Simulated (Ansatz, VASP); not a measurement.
# One calculation of InGaAs2, two programs

```xyz
4
Lattice="4.1533 0.0000 0.0000 0.0000 4.1533 0.0000 0.0000 0.0000 5.6262" Properties=species:S:1:pos:R:3 pbc="T T T"
In    0.0000    0.0000    2.8131
Ga    2.0766    2.0766    0.0000
As    2.0766    0.0000    4.3315
As    0.0000    2.0766    1.2947
```

Change from the starting cell: strain +0.000 along x and y, -0.050 along z, atoms carried along.

Alike in both runs: task single point; functional r2SCAN; k mesh 8 × 8 × 6; occupations gaussian, width 0.03 eV; no spin polarisation.

|  | VASP | Ansatz |
| --- | --- | --- |
| version | VASP 6.6.1 | Ansatz 0.2.0 |
| potentials or method | VASP PAW PBE potentials, release 64 (In_d, Ga_d, As), cutoff 520 eV | scalar-relativistic, plane waves, PAW |
| valence electrons in the cell | 36 | 56 |

Ansatz gave:

- gap on the k mesh at the Fermi level (eV): 0.62
- least direct gap on the mesh (eV): 0.62
- pressure (GPa): 3.7
- traceless stress, the component that is largest in VASP (GPa): 1.56
- rms of the force components (eV/Å): 0.034

Q: Estimate VASP's values.

A: gap on the k mesh at the Fermi level (eV): 0.61; least direct gap on the mesh (eV): 0.61; pressure (GPa): 3.7; traceless stress, the component that is largest in VASP (GPa): 1.53; rms of the force components (eV/Å): 0.032.

VASP's potentials were made for PBE, not for r2SCAN. Atom by atom the forces differ by 0.002 eV/Å (rms over components). VASP's potentials hold 36 valence electrons a cell and Ansatz's 56, so a difference there can come from the potentials and not from the codes.
